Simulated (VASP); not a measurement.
Here is a VASP 6.6.1 calculation.

File INCAR:

```
  ALGO = Normal
  EDIFF = 1E-6
  ENCUT = 520
  GGA = PE
  ISIF = 2
  ISMEAR = -1
  LASPH = True
  LCHARG = False
  LREAL = False
  LWAVE = False
  NBANDS = 17
  NELM = 100
  PREC = Accurate
  SIGMA = 0.1
```

The input KPOINTS:

```
k-points
0
Gamma
  13 13 7
```

The input POSCAR:

```
Ba
1.0
    4.5373706623      0.0000000000      0.0000000000
   -2.2686853311      3.9294782599      0.0000000000
    0.0000000000      0.0000000000      7.4356907985
Ba
2
Direct
    0.3333333333      0.6666666667      0.2500000000
    0.6666666667      0.3333333333      0.7500000000
```

Potentials or basis: VASP PAW PBE potentials, release 64 (Ba_sv).

Launch:

```bash
$ cat potpaw_PBE.64/Ba_sv/POTCAR > POTCAR
$ mpirun -np 1 vasp_std > vasp.out
```

Q: Predict the pressure.

A: -0.3 GPa.

Q: What does it give for the band gap on the k mesh?

A: Zero (bands 10 and 11 overlap by 0.26 eV).

Caveat: spin-orbit coupling is left out, which moves the levels of the heavy elements.
